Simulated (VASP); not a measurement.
# Sn in VASP: single point with PBE

Aim: the single point of Sn with PBE.

Program: VASP 6.6.1. These are calculated values, not measurements. Logs are shortened: lines on timing, memory, paths and dates and some standing lists are left out, and cuts for length are marked.

### 1 The cell of the first run

The typed cell holds 2 atoms: a = 4.767 Å, b = 4.767 Å, c = 4.119 Å, α = 64.40°, β = 64.40°, γ = 51.20°.

### 2 Single point, PBE

Contents of INCAR:

```
PREC = Accurate
ENCUT = 520
EDIFF = 1E-7
ISMEAR = 0
SIGMA = 0.1
LREAL = F
LASPH = T
NELM = 100
ALGO = Fast
ISIF = 2
LWAVE = F
LCHARG = F
GGA = PE
NBANDS = 21
```

Contents of KPOINTS:

```
regular mesh
0
Gamma
  16 16 16
```

Contents of POSCAR:

```
Sn
1.0
    0.0000000000      2.9125207084      3.7734187243
    2.9127756681      0.0000000000      3.7734187243
    2.9127756681      2.9125207084      0.0000000000
Sn
2
Direct
    0.1929715435      0.1929715435      0.8070284565
    0.8070284565      0.8070284565      0.1929715435
```

Potentials or basis: VASP PAW PBE potentials, release 64 (Sn_d).

Command:

```bash
cat potpaw_PBE.64/Sn_d/POTCAR > POTCAR
mpirun -np 1 vasp_std > vasp.out
```

OUTCAR:

```text
PREC = Accurate
   ENCUT = 520
   EDIFF = 1E-7
   ISMEAR = 0
   LREAL = F
   LASPH = T
   NELM = 100
   ISIF = 2
   GGA = PE

 ion  position               nearest neighbor table
   1  0.193  0.193  0.807-   2 2.91   2 3.04   2 3.04   2 3.04   2 3.04
   2  0.807  0.807  0.193-   1 2.91   1 3.04   1 3.04   1 3.04   1 3.04

  LATTYP: Found a face centered orthorhombic cell.
 ALAT       =     5.8250414168
 B/A-ratio  =     1.0000875392
 C/A-ratio  =     1.2955851999

  Lattice vectors:

 A1 = (   2.9127756681,   0.0000000000,  -3.7734187243)
 A2 = (   0.0000000000,   2.9125207084,  -3.7734187243)
 A3 = (   2.9127756681,   2.9125207084,   0.0000000000)

Analysis of symmetry for initial positions (statically):
=====================================================================
 Subroutine PRICEL returns:
 Original cell was already a primitive cell.

 Routine SETGRP: Setting up the symmetry group for a
 face centered orthorhombic supercell.

 Subroutine GETGRP returns: Found  8 space group operations
 (whereof  8 operations were pure point group operations)
 out of a pool of  8 trial point group operations.

The static configuration has the point symmetry D_2h.

Analysis of symmetry for dynamics (positions and initial velocities):
=====================================================================
 Subroutine PRICEL returns:
 Original cell was already a primitive cell.

 Routine SETGRP: Setting up the symmetry group for a
 face centered orthorhombic supercell.

 Subroutine GETGRP returns: Found  8 space group operations
 (whereof  8 operations were pure point group operations)
 out of a pool of  8 trial point group operations.

The dynamic configuration has the point symmetry D_2h.

 Subroutine INISYM returns: Found  8 space group operations
 (whereof  8 operations are pure point group operations),
 and found     1 'primitive' translations

----------------------------------------------------------------------------------------

                                     Primitive cell

  volume of cell :      64.0237

  direct lattice vectors                    reciprocal lattice vectors
     0.000000000  2.912520708  3.773418724    -0.171657572  0.171672599  0.132505835
     2.912775668  0.000000000  3.773418724     0.171657572 -0.171672599  0.132505835
     2.912775668  2.912520708  0.000000000     0.171657572  0.171672599 -0.132505835

  length of vectors
     4.766703866  4.766859654  4.119106574     0.276578379  0.276578379  0.276578379

  position of ions in fractional coordinates (direct lattice)
     0.192971544  0.192971544  0.807028456
     0.807028456  0.807028456  0.192971544

  ion indices of the primitive-cell ions
   primitive index   ion index
                 1           1
                 2           2

----------------------------------------------------------------------------------------

 KPOINTS: regular mesh

Automatic generation of k-mesh.
 Grid dimensions read from file:
 generate k-points for:   16   16   16

 Generating k-lattice:

  Cartesian coordinates                     Fractional coordinates (reciprocal lattice)
    -0.010728598  0.010729537  0.008281615     0.062500000  0.000000000  0.000000000
     0.010728598 -0.010729537  0.008281615     0.000000000  0.062500000 -0.000000000
     0.010728598  0.010729537 -0.008281615     0.000000000 -0.000000000  0.062500000

  Length of vectors
     0.017286149  0.017286149  0.017286149

  Shift w.r.t. Gamma in fractional coordinates (k-lattice)
     0.000000000  0.000000000  0.000000000

 Subroutine IBZKPT returns following result:
 ===========================================

 Found    621 irreducible k-points:

 Following reciprocal coordinates:
            Coordinates               Weight
  0.000000  0.000000  0.000000      1.000000
  0.062500  0.000000  0.000000      8.000000
  0.125000  0.000000  0.000000      8.000000
  0.187500  0.000000  0.000000      8.000000
  0.250000  0.000000  0.000000      8.000000
  0.312500 -0.000000  0.000000      8.000000
[... 16 lines left out ...]
 -0.125000  0.062500 -0.000000      8.000000
 -0.062500  0.062500 -0.000000      4.000000
 [... further k-points ...]
   k-points           NKPTS =    621   k-points in BZ     NKDIM =    621   number of bands    NBANDS=     21
   number of dos      NEDOS =    301   number of ions     NIONS =      2
   total plane-waves  NPLWV =  41472
   dimension x,y,z NGX =    36 NGY =   36 NGZ =   32
   dimension x,y,z NGXF=    72 NGYF=   72 NGZF=   64
   ions per type =               2
   NGX,Y,Z   is equivalent  to a cutoff of  12.56, 12.56, 12.92 a.u.
   NGXF,Y,Z  is equivalent  to a cutoff of  25.11, 25.11, 25.83 a.u.
 SYSTEM =  unknown system
   PREC   = accura    normal or accurate (medium, high low for compatibility)
   ISTART =      0    job   : 0-new  1-cont  2-samecut
   ICHARG =      2    charge: 1-file 2-atom 10-const
   ISPIN  =      1    spin polarized calculation?
   LNONCOLLINEAR =      F non collinear calculations
   LSORBIT =      F    spin-orbit coupling
   LASPH  =      T    aspherical Exc in radial PAW
   ENCUT  =  520.0 eV  38.22 Ry    6.18 a.u.   8.86  8.86  7.66*2*pi/ulx,y,z
   NELM   =    100;   NELMIN=  2; NELMDL= -5     # of ELM steps
   EDIFF  = 0.1E-06   stopping-criterion for ELM
   LREAL  =      F    real-space projection
   EDIFFG = 0.1E-05   stopping-criterion for IOM
   NSW    =      0    number of steps for IOM
   IBRION =     -1    ionic relax: 0-MD 1-quasi-New 2-CG
   NFREE  =      0    steps in history (QN), initial steepest desc. (CG)
   ISIF   =      2    stress and relaxation
   ISYM   =      2    0-nonsym 1-usesym 2-fastsym
   POTIM  = 0.5000    time-step for ionic-motion
   TEBEG  =    0.0;   TEEND  =   0.0 temperature during run
   PSTRESS=    0.0 pullay stress
   NELECT =      28.0000    total number of electrons
   NUPDOWN=      -1.0000    fix difference up-down
   EMIN   =  10.00;   EMAX   =-10.00  energy-range for DOS
   EFERMI =   0.00;   METHOD = LEGACY
   ISMEAR =     0;   SIGMA  =   0.10  broadening in eV -4-tet -1-fermi 0-gaus
   EFERMI_NEDOS =   21; number of points for ismear=-14 and -15
   IALGO  =     68    algorithm
   IMIX   =      4    mixing-type and parameters
     AMIX     =   0.40;   BMIX     =  1.00
     AMIX_MAG =   1.60;   BMIX_MAG =  1.00
  volume/ion in A,a.u.               =      32.01       216.03
  Fermi-wavevector in a.u.,A,eV,Ry     =   1.242645  2.348259 21.009670  1.544167
  Thomas-Fermi vector in A             =   2.376991
   LORBIT       =      0    0 simple, 1 ext, 2 COOP (PROOUT), +10 PAW based schemes
   GGA     = PE    functional components
   LHFCALC =     F    Hartree Fock is set to
   AEXX    =    0.0000 exact exchange contribution
   IVDW    =     0    specifies the selected vdW correction
   LEPSILON=     F    determine dielectric tensor
   LRPA    =     F    only Hartree local field effects (RPA)
 non-spin polarized calculation
 RMM-DIIS sequential band-by-band and
 Gauss-broadening in eV      SIGMA  =   0.10
  energy-cutoff  :      520.00
  volume of cell :       64.02
 maximum number of plane-waves:      1766
   NGX = 17   NGY = 17   NGZ = 15

 number of electron      27.9999994 magnetization

 Free energy of the ion-electron system (eV)
  ---------------------------------------------------
  ext. energy  EPLUGINS =         0.00000000
  ---------------------------------------------------
  free energy    TOTEN  =        -7.48811270 eV

  energy without entropy =       -7.48235331  energy(sigma->0) =       -7.48523300

 E-fermi :   5.9509     XC(G=0):  -9.3907

 val. band max:        5.9496075199   @ k =   0.4375   0.3750   0.0000
 cond. band min:       5.9713130473   @ k =  -0.1875   0.1875   0.3125
 fundamental gap:      0.0217055274
 Fermi energy:         5.9508767535

 k-point     1 :       0.0000    0.0000    0.0000
  band No.  band energies     occupation
      1     -15.5070      2.00000
      2     -15.4163      2.00000
      3     -15.3899      2.00000
      4     -15.2893      2.00000
      5     -15.2893      2.00000
      6     -15.1935      2.00000
[... 13 lines left out ...]
     20      11.8859      0.00000
     21      13.2572      0.00000

 k-point     2 :       0.0625    0.0000    0.0000
  band No.  band energies     occupation
      1     -15.5052      2.00000
      2     -15.4168      2.00000
      3     -15.3875      2.00000
      4     -15.2878      2.00000
      5     -15.2869      2.00000
      6     -15.1972      2.00000
[... 13 lines left out ...]
     20      12.1050      0.00000
     21      13.4183      0.00000

 k-point     3 :       0.1250    0.0000    0.0000
  band No.  band energies     occupation
      1     -15.4997      2.00000
      2     -15.4179      2.00000
      3     -15.3804      2.00000
      4     -15.2845      2.00000
      5     -15.2805      2.00000
      6     -15.2074      2.00000
[... 13 lines left out ...]
     20      12.5288      0.00000
     21      13.4860      0.00000

 k-point     4 :       0.1875    0.0000    0.0000
  band No.  band energies     occupation
      1     -15.4903      2.00000
      2     -15.4186      2.00000
      3     -15.3691      2.00000
      4     -15.2835      2.00000
      5     -15.2735      2.00000
      6     -15.2201      2.00000
[... 13 lines left out ...]
     20      12.9117      0.00000
     21      13.2745      0.00000

 k-point     5 :       0.2500    0.0000    0.0000
  band No.  band energies     occupation
      1     -15.4768      2.00000
      2     -15.4180      2.00000
      3     -15.3550      2.00000
      4     -15.2878      2.00000
      5     -15.2766      2.00000
      6     -15.2241      2.00000
[... 13 lines left out ...]
     20      13.4067      0.00000
     21      13.8014      0.00000

 k-point     6 :       0.3125   -0.0000    0.0000
  band No.  band energies     occupation
      1     -15.4593      2.00000
      2     -15.4158      2.00000
      3     -15.3405      2.00000
      4     -15.2961      2.00000
      5     -15.2952      2.00000
      6     -15.2130      2.00000
[... 13 lines left out ...]
     20      14.0689      0.00000
     21      14.2699      0.00000

 k-point     7 :       0.3750    0.0000    0.0000
  band No.  band energies     occupation
      1     -15.4380      2.00000
      2     -15.4123      2.00000
      3     -15.3330      2.00000
      4     -15.3230      2.00000
      5     -15.2955      2.00000
      6     -15.2235      2.00000
[... 13 lines left out ...]
     20      14.5506      0.00000
     21      14.9708      0.00000
[... 291 lines left out ...]
      1     -15.4422      2.00000
      2     -15.4221      2.00000
      3     -15.3245      2.00000
      4     -15.3132      2.00000
      5     -15.2858      2.00000
      6     -15.2256      2.00000
[... 13 lines left out ...]
     20      14.0453      0.00000
     21      14.2691      0.00000

 k-point    21 :      -0.2500    0.0625   -0.0000
  band No.  band energies     occupation
      1     -15.4624      2.00000
      2     -15.4249      2.00000
      3     -15.3371      2.00000
      4     -15.2845      2.00000
      5     -15.2810      2.00000
      6     -15.2261      2.00000
[... 13 lines left out ...]
     20      13.6062      0.00000
     21      13.6811      0.00000

 k-point    22 :      -0.1875    0.0625   -0.0000
  band No.  band energies     occupation
      1     -15.4788      2.00000
      2     -15.4252      2.00000
      3     -15.3532      2.00000
      4     -15.2765      2.00000
      5     -15.2646      2.00000
      6     -15.2374      2.00000
[... 13 lines left out ...]
     20      13.0514      0.00000
     21      13.5523      0.00000

 k-point    23 :      -0.1250    0.0625   -0.0000
  band No.  band energies     occupation
      1     -15.4914      2.00000
      2     -15.4233      2.00000
      3     -15.3681      2.00000
      4     -15.2783      2.00000
      5     -15.2697      2.00000
      6     -15.2247      2.00000
[... 13 lines left out ...]
     20      12.6395      0.00000
     21      12.9789      0.00000

 k-point    24 :      -0.0625    0.0625   -0.0000
  band No.  band energies     occupation
      1     -15.5002      2.00000
      2     -15.4202      2.00000
      3     -15.3799      2.00000
      4     -15.2836      2.00000
      5     -15.2801      2.00000
      6     -15.2082      2.00000
[... 13 lines left out ...]
     20      12.2531      0.00000
     21      13.3520      0.00000

 [... further k-points ...]
[... 5 lines left out ...]
  --------------------------------------------------------------------------------------
  -------------------------------------------------------------------------------------
  Total       -0.0174120     -0.0147964     -0.0430735      0.0000000      0.0000000      0.0000000
  in kB       -0.4357306     -0.3702758     -1.0779020      0.0000000      0.0000000      0.0000000
  external PRESSURE =      -0.6279695 kB  Pullay stress =       0.0000000 kB

 VOLUME and BASIS-vectors are now :
 -----------------------------------------------------------------------------
  energy-cutoff  :      520.00
  volume of cell :       64.02
      direct lattice vectors                 reciprocal lattice vectors
     0.000000000  2.912520708  3.773418724    -0.171657572  0.171672599  0.132505835
     2.912775668  0.000000000  3.773418724     0.171657572 -0.171672599  0.132505835
     2.912775668  2.912520708  0.000000000     0.171657572  0.171672599 -0.132505835

 POSITION                                       TOTAL-FORCE (eV/Angst)
 -----------------------------------------------------------------------------------
      2.91278      2.91252      1.45632         0.000000      0.000000     -0.001578
      2.91278      2.91252      6.09051         0.000000      0.000000      0.001578
 -----------------------------------------------------------------------------------
    total drift:                               -0.000000     -0.000000      0.000000

  FREE ENERGIE OF THE ION-ELECTRON SYSTEM (eV)
  ---------------------------------------------------
  free  energy   TOTEN  =        -7.4881126961 eV

  energy  without entropy=       -7.4823533058  energy(sigma->0) =       -7.48523300
```

It took 17 min on 1 thread of Intel Xeon 8259CL, shared host; peak memory 0.72 GiB.

What came out:

```
Free energy            : -7.4881 eV
Pressure               : -0.1 GPa
Band gap on the k mesh : zero (bands 14 and 15 overlap by 3.33 eV)
```

Levels at points of the mesh, in eV from the Fermi level:
| k point | band 12 | band 13 | band 14 | band 15 | band 16 | band 17 |
| --- | --- | --- | --- | --- | --- | --- |
| (0.00, 0.00, 0.00) | -1.10 | 0.19 | 0.19 | 0.30 | 2.33 | 4.56 |
| (0.50, 0.00, 0.00) | -6.89 | -1.42 | 0.67 | 1.54 | 2.55 | 3.85 |
| (0.50, 0.50, 0.00) | -5.95 | -1.02 | -1.02 | -0.64 | 3.79 | 8.06 |
| (0.50, 0.00, 0.50) | -4.99 | -3.93 | -2.68 | -0.89 | 1.88 | 5.22 |
| (0.00, 0.50, 0.50) | -4.99 | -3.93 | -2.68 | -0.89 | 1.88 | 5.22 |

Caveat: spin-orbit coupling is left out, which moves the levels of the heavy elements.

The gap in the log of VASP goes by the Fermi energy; the results here count the filled bands.